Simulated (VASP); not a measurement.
# TmI4 (P6_3/mmc) in VASP: single point with PBE

Aim: the single point of TmI4 with PBE.

All numbers are computed with VASP 6.6.1; they aren't measurements. Logs are shortened: lines on timing, memory, paths and dates and some standing lists are left out, and cuts for length are marked.

## Step 1: The cell of the first run

The structure is hexagonal, space group P6_3/mmc (No. 194). The conventional cell has a = 6.513 Å, b = 6.513 Å, c = 12.591 Å, α = 90.00°, β = 90.00°, γ = 120.00°. Within 4.8 Å of Tm (site symmetry -6m2) lie 9 I at 3.67 to 3.76 Å. I (site symmetry 2/m) has 6 I at 3.26 to 3.67 Å and 2 Tm at 3.67 Å within 4.3 Å. Within 4.8 Å of I (site symmetry -6m2) lie 6 I at 3.67 Å and 3 Tm at 3.76 Å.

The cell was generated, and may not be a known phase.

## Step 2: Single point, PBE

File INCAR:

```
  ALGO = Normal
  EDIFF = 1E-6
  ENCUT = 500
  GGA = PE
  GGA_COMPAT = False
  ISIF = 2
  ISMEAR = 0
  LASPH = True
  LCHARG = False
  LMAXMIX = 6
  LREAL = False
  LWAVE = False
  NBANDS = 48
  NELM = 200
  PREC = Accurate
  SIGMA = 0.2
```

File KPOINTS:

```
k-points
0
Gamma
  3 3 2
```

File POSCAR:

```
TmI4
1.0
    6.5132974895     -0.0000000030      0.0000000000
   -3.2566487422      5.6406810898      0.0000000000
    0.0000000000      0.0000000000     12.5907900463
Tm I
2 8
Direct
    0.3333333333      0.6666666667      0.2500000000
    0.6666666667      0.3333333333      0.7500000000
    0.5000000000      0.0000000000      0.0000000000
    0.0000000000      0.5000000000      0.0000000000
    0.5000000000      0.5000000000      0.0000000000
    0.5000000000      0.0000000000      0.5000000000
    0.0000000000      0.5000000000      0.5000000000
    0.5000000000      0.5000000000      0.5000000000
    0.3333333333      0.6666666667      0.7500000000
    0.6666666667      0.3333333333      0.2500000000
```

Potentials or basis: VASP PAW PBE potentials, release 64 (Tm_3, I), 4f in core.

Launch:

```
$ cat potpaw_PBE.64/Tm_3/POTCAR potpaw_PBE.64/I/POTCAR > POTCAR
$ mpirun -np 1 vasp_std > vasp.out
```

OUTCAR:

```text
EDIFF = 1E-6
   ENCUT = 500
   GGA = PE
   ISIF = 2
   ISMEAR = 0
   LASPH = True
   LREAL = False
   NELM = 200
   PREC = Accurate

 ion  position               nearest neighbor table
   1  0.333  0.667  0.250-   4 3.67   7 3.67   6 3.67   3 3.67   5 3.67   8 3.67
   2  0.667  0.333  0.750-   4 3.67   7 3.67   6 3.67   3 3.67   5 3.67   8 3.67
   3  0.500  0.000  0.000-   4 3.26   4 3.26   5 3.26   5 3.26   1 3.67   2 3.67
   4  0.000  0.500  0.000-   3 3.26   3 3.26   5 3.26   5 3.26   1 3.67   2 3.67
   5  0.500  0.500  0.000-   4 3.26   4 3.26   3 3.26   3 3.26   1 3.67   2 3.67
   6  0.500  0.000  0.500-   7 3.26   7 3.26   8 3.26   8 3.26   1 3.67   2 3.67
   7  0.000  0.500  0.500-   6 3.26   6 3.26   8 3.26   8 3.26   1 3.67   2 3.67
   8  0.500  0.500  0.500-   7 3.26   7 3.26   6 3.26   6 3.26   1 3.67   2 3.67
   9  0.333  0.667  0.750-
  10  0.667  0.333  0.250-

  LATTYP: Found a hexagonal cell.
 ALAT       =     6.5132974895
 C/A-ratio  =     1.9330899697

  Lattice vectors:

 A1 = (   6.5132974895,  -0.0000000030,   0.0000000000)
 A2 = (  -3.2566487422,   5.6406810898,   0.0000000000)
 A3 = (   0.0000000000,   0.0000000000,  12.5907900463)

Analysis of symmetry for initial positions (statically):
=====================================================================
 Subroutine PRICEL returns:
 Original cell was already a primitive cell.

 Routine SETGRP: Setting up the symmetry group for a
 hexagonal supercell.

 Subroutine GETGRP returns: Found 24 space group operations
 (whereof 12 operations were pure point group operations)
 out of a pool of 24 trial point group operations.

The static configuration has the point symmetry D_3d.
 The point group associated with its full space group is D_6h.

Analysis of symmetry for dynamics (positions and initial velocities):
=====================================================================
 Subroutine PRICEL returns:
 Original cell was already a primitive cell.

 Routine SETGRP: Setting up the symmetry group for a
 hexagonal supercell.

 Subroutine GETGRP returns: Found 24 space group operations
 (whereof 12 operations were pure point group operations)
 out of a pool of 24 trial point group operations.

The dynamic configuration has the point symmetry D_3d.
 The point group associated with its full space group is D_6h.

 Subroutine INISYM returns: Found 24 space group operations
 (whereof 12 operations are pure point group operations),
 and found     1 'primitive' translations

----------------------------------------------------------------------------------------

                                     Primitive cell

  volume of cell :     462.5785

  direct lattice vectors                    reciprocal lattice vectors
     6.513297490 -0.000000003  0.000000000     0.153532063  0.088641778  0.000000000
    -3.256648742  5.640681090  0.000000000     0.000000000  0.177283556  0.000000000
     0.000000000  0.000000000 12.590790046     0.000000000  0.000000000  0.079423134

  length of vectors
     6.513297490  6.513297490 12.590790046     0.177283556  0.177283556  0.079423134

  position of ions in fractional coordinates (direct lattice)
     0.333333333  0.666666667  0.250000000
     0.666666667  0.333333333  0.750000000
     0.500000000  0.000000000  0.000000000
     0.000000000  0.500000000  0.000000000
     0.500000000  0.500000000  0.000000000
     0.500000000  0.000000000  0.500000000
     0.000000000  0.500000000  0.500000000
     0.500000000  0.500000000  0.500000000
     0.333333333  0.666666667  0.750000000
     0.666666667  0.333333333  0.250000000

  ion indices of the primitive-cell ions
   primitive index   ion index
                 1           1
                 2           2
                 3           3
                 4           4
                 5           5
                 6           6
                 7           7
                 8           8
                 9           9
                10          10

----------------------------------------------------------------------------------------

 KPOINTS: k-points

Automatic generation of k-mesh.
 Grid dimensions read from file:
 generate k-points for:    3    3    2

 Generating k-lattice:

  Cartesian coordinates                     Fractional coordinates (reciprocal lattice)
     0.051177354  0.029547259  0.000000000     0.333333333  0.000000000  0.000000000
     0.000000000  0.059094519  0.000000000     0.000000000  0.333333333  0.000000000
     0.000000000  0.000000000  0.039711567     0.000000000  0.000000000  0.500000000

  Length of vectors
     0.059094519  0.059094519  0.039711567

  Shift w.r.t. Gamma in fractional coordinates (k-lattice)
     0.000000000  0.000000000  0.000000000

 Subroutine IBZKPT returns following result:
 ===========================================

 Found      6 irreducible k-points:

 Following reciprocal coordinates:
            Coordinates               Weight
  0.000000  0.000000  0.000000      1.000000
  0.333333  0.000000  0.000000      6.000000
  0.333333  0.333333  0.000000      2.000000
  0.000000  0.000000  0.500000      1.000000
  0.333333  0.000000  0.500000      6.000000
  0.333333  0.333333  0.500000      2.000000
   k-points           NKPTS =      6   k-points in BZ     NKDIM =      6   number of bands    NBANDS=     48
   number of dos      NEDOS =    301   number of ions     NIONS =     10
   total plane-waves  NPLWV = 221184
   dimension x,y,z NGX =    48 NGY =   48 NGZ =   96
   dimension x,y,z NGXF=    96 NGYF=   96 NGZF=  192
   ions per type =               2   8
   NGX,Y,Z   is equivalent  to a cutoff of  12.25, 12.25, 12.68 a.u.
   NGXF,Y,Z  is equivalent  to a cutoff of  24.50, 24.50, 25.35 a.u.
 SYSTEM =  unknown system
   PREC   = accura    normal or accurate (medium, high low for compatibility)
   ISTART =      0    job   : 0-new  1-cont  2-samecut
   ICHARG =      2    charge: 1-file 2-atom 10-const
   ISPIN  =      1    spin polarized calculation?
   LNONCOLLINEAR =      F non collinear calculations
   LSORBIT =      F    spin-orbit coupling
   LASPH  =      T    aspherical Exc in radial PAW
   ENCUT  =  500.0 eV  36.75 Ry    6.06 a.u.  11.88 11.88 22.96*2*pi/ulx,y,z
   NELM   =    200;   NELMIN=  2; NELMDL= -5     # of ELM steps
   EDIFF  = 0.1E-05   stopping-criterion for ELM
   LREAL  =      F    real-space projection
   EDIFFG = 0.1E-04   stopping-criterion for IOM
   NSW    =      0    number of steps for IOM
   IBRION =     -1    ionic relax: 0-MD 1-quasi-New 2-CG
   NFREE  =      0    steps in history (QN), initial steepest desc. (CG)
   ISIF   =      2    stress and relaxation
   ISYM   =      2    0-nonsym 1-usesym 2-fastsym
   POTIM  = 0.5000    time-step for ionic-motion
   TEBEG  =    0.0;   TEEND  =   0.0 temperature during run
   PSTRESS=    0.0 pullay stress
   NELECT =      74.0000    total number of electrons
   NUPDOWN=      -1.0000    fix difference up-down
   EMIN   =  10.00;   EMAX   =-10.00  energy-range for DOS
   EFERMI =   0.00;   METHOD = LEGACY
   ISMEAR =     0;   SIGMA  =   0.20  broadening in eV -4-tet -1-fermi 0-gaus
   EFERMI_NEDOS =   21; number of points for ismear=-14 and -15
   IALGO  =     38    algorithm
   IMIX   =      4    mixing-type and parameters
     AMIX     =   0.40;   BMIX     =  1.00
     AMIX_MAG =   1.60;   BMIX_MAG =  1.00
  volume/ion in A,a.u.               =      46.26       312.16
  Fermi-wavevector in a.u.,A,eV,Ry     =   0.888704  1.679406 10.745800  0.789794
  Thomas-Fermi vector in A             =   2.010168
   LORBIT       =      0    0 simple, 1 ext, 2 COOP (PROOUT), +10 PAW based schemes
   GGA     = PE    functional components
   LHFCALC =     F    Hartree Fock is set to
   AEXX    =    0.0000 exact exchange contribution
   IVDW    =     0    specifies the selected vdW correction
   LEPSILON=     F    determine dielectric tensor
   LRPA    =     F    only Hartree local field effects (RPA)
 non-spin polarized calculation
 Gauss-broadening in eV      SIGMA  =   0.20
  energy-cutoff  :      500.00
  volume of cell :      462.58
 maximum number of plane-waves:     11818
 NGX is ok and might be reduce to    48
   NGX = 23   NGY = 23   NGZ = 45

 number of electron      73.9999983 magnetization

 Free energy of the ion-electron system (eV)
  ---------------------------------------------------
  ext. energy  EPLUGINS =         0.00000000
  ---------------------------------------------------
  free energy    TOTEN  =       -20.49522906 eV

  energy without entropy =      -20.38935621  energy(sigma->0) =      -20.44229264

 E-fermi :   3.1300     XC(G=0):  -7.5161

 val. band max:        3.0623102498   @ k =   0.0000   0.0000   0.0000
 cond. band min:       3.1741980118   @ k =   0.3333   0.0000   0.5000
 fundamental gap:      0.1118877620
 Fermi energy:         3.1299902431

 k-point     1 :       0.0000    0.0000    0.0000
  band No.  band energies     occupation
      1     -25.4928      2.00000
      2     -25.4928      2.00000
      3     -25.4928      2.00000
      4     -25.4928      2.00000
      5     -25.3928      2.00000
      6     -25.3927      2.00000
[... 40 lines left out ...]
     47       4.4586      0.00000
     48       4.8381      0.00000

 k-point     2 :       0.3333    0.0000    0.0000
  band No.  band energies     occupation
      1     -25.4929      2.00000
      2     -25.4929      2.00000
      3     -25.4928      2.00000
      4     -25.4928      2.00000
      5     -25.3927      2.00000
      6     -25.3927      2.00000
[... 40 lines left out ...]
     47       4.1851      0.00000
     48       4.2191      0.00000

 k-point     3 :       0.3333    0.3333    0.0000
  band No.  band energies     occupation
      1     -25.4929      2.00000
      2     -25.4929      2.00000
      3     -25.4929      2.00000
      4     -25.4929      2.00000
      5     -25.3927      2.00000
      6     -25.3927      2.00000
[... 40 lines left out ...]
     47       3.9889      0.00000
     48       4.4166      0.00000

 k-point     4 :       0.0000    0.0000    0.5000
  band No.  band energies     occupation
      1     -25.4928      2.00000
      2     -25.4928      2.00000
      3     -25.4928      2.00000
      4     -25.4928      2.00000
      5     -25.3927      2.00000
      6     -25.3927      2.00000
[... 40 lines left out ...]
     47       4.3831      0.00000
     48       4.3831      0.00000

 k-point     5 :       0.3333    0.0000    0.5000
  band No.  band energies     occupation
      1     -25.4929      2.00000
      2     -25.4929      2.00000
      3     -25.4928      2.00000
      4     -25.4928      2.00000
      5     -25.3927      2.00000
      6     -25.3927      2.00000
[... 40 lines left out ...]
     47       4.3146      0.00000
     48       4.3147      0.00000

 k-point     6 :       0.3333    0.3333    0.5000
  band No.  band energies     occupation
      1     -25.4929      2.00000
      2     -25.4929      2.00000
      3     -25.4929      2.00000
      4     -25.4929      2.00000
      5     -25.3927      2.00000
      6     -25.3927      2.00000
[... 40 lines left out ...]
     47       4.3173      0.00000
     48       4.3173      0.00000

------------------------ aborting loop because EDIFF is reached ----------------------------------------

  FORCE on cell =-STRESS in cart. coord.  units (eV):
  Direction    XX          YY          ZZ          XY          YZ          ZX
  --------------------------------------------------------------------------------------
  -------------------------------------------------------------------------------------
  Total        0.4375382      0.4375382      2.2579546     -0.0000000      0.0000000      0.0000000
  in kB        1.5154484      1.5154484      7.8206047     -0.0000000      0.0000000      0.0000000
  external PRESSURE =       3.6171672 kB  Pullay stress =       0.0000000 kB

 VOLUME and BASIS-vectors are now :
 -----------------------------------------------------------------------------
  energy-cutoff  :      500.00
  volume of cell :      462.58
      direct lattice vectors                 reciprocal lattice vectors
     6.513297490 -0.000000003  0.000000000     0.153532063  0.088641778  0.000000000
    -3.256648742  5.640681090  0.000000000     0.000000000  0.177283556  0.000000000
     0.000000000  0.000000000 12.590790046     0.000000000  0.000000000  0.079423134

 POSITION                                       TOTAL-FORCE (eV/Angst)
 -----------------------------------------------------------------------------------
      0.00000      3.76045      3.14770        -0.000000     -0.000000      0.000000
      3.25665      1.88023      9.44309         0.000000     -0.000000      0.000000
      3.25665     -0.00000      0.00000         0.000000     -0.000000      0.000000
     -1.62832      2.82034      0.00000         0.000000     -0.000000      0.000000
      1.62832      2.82034      0.00000         0.000000     -0.000000      0.000000
      3.25665     -0.00000      6.29540         0.000000     -0.000000      0.000000
     -1.62832      2.82034      6.29540         0.000000     -0.000000      0.000000
      1.62832      2.82034      6.29540         0.000000     -0.000000      0.000000
      0.00000      3.76045      9.44309         0.000000      0.000000      0.000000
      3.25665      1.88023      3.14770        -0.000000      0.000000      0.000000
 -----------------------------------------------------------------------------------
    total drift:                               -0.000000      0.000000      0.000000

  FREE ENERGIE OF THE ION-ELECTRON SYSTEM (eV)
  ---------------------------------------------------
  free  energy   TOTEN  =       -20.4952290596 eV

  energy  without entropy=      -20.3893562150  energy(sigma->0) =      -20.44229264
```

Run time: 2.5 min. Hardware: 1 thread of Intel Xeon Platinum 8488C (Sapphire Rapids), shared host; peak memory 0.52 GiB.

What came out:

```
Free energy            : -20.4952 eV
Pressure               : 0.4 GPa
Band gap on the k mesh : zero (bands 37 and 38 overlap by 1.30 eV)
```

Levels at points of the mesh, in eV from the Fermi level:
```csv
k point,band 33,band 34,band 35,band 36,band 37,band 38,band 39,band 40
"(0.00, 0.00, 0.00)",-0.61,-0.17,-0.16,-0.07,0.36,0.47,0.47,0.49
"(0.00, 0.00, 0.50)",-0.48,-0.48,-0.16,-0.16,0.45,0.45,0.45,0.45
```

Caveat: the k points lie up to 0.37 Å⁻¹ apart, too coarse for converged energies and pressures of a metal; spin-orbit coupling is left out, which moves the levels of the heavy elements; the 4f electrons are frozen in the core, so they carry no moment and show no levels; the run has no spin polarisation, though such a crystal can be magnetic.

The gap in the log of VASP goes by the Fermi energy; the results here count the filled bands.